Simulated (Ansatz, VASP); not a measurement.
## PbS in VASP and in Ansatz

```xyz
2
Lattice="0.0000 2.9657 2.9657 2.9657 0.0000 2.9657 2.9657 2.9657 0.0000" Properties=species:S:1:pos:R:3 pbc="T T T"
Pb    0.0000    0.0000    0.0000
S     2.9657    2.9657    2.9657
```

Alike in both runs: task single point; functional PBE; k mesh 4 × 4 × 4; occupations fermi-dirac, width 0.05 eV; no spin polarisation.

|  | VASP | Ansatz |
| --- | --- | --- |
| version | VASP 6.6.1 | Ansatz 0.2.0 |
| potentials or method | VASP PAW PBE potentials, release 64 (Pb_d, S), cutoff 520 eV | all-electron PAW datasets made for the crystal |

VASP gave:

- gap on the k mesh at the Fermi level (eV): 0.36
- least direct gap on the mesh (eV): 0.36
- pressure (GPa): 2.2

Estimate Ansatz's values.

gap on the k mesh at the Fermi level (eV): 0.36; least direct gap on the mesh (eV): 0.36; pressure (GPa): 2.3.

Ansatz ran all-electron here, and VASP with PAW potentials.

The k mesh is coarse, so the values compare programs but aren't converged. Neither program's run includes spin-orbit coupling.
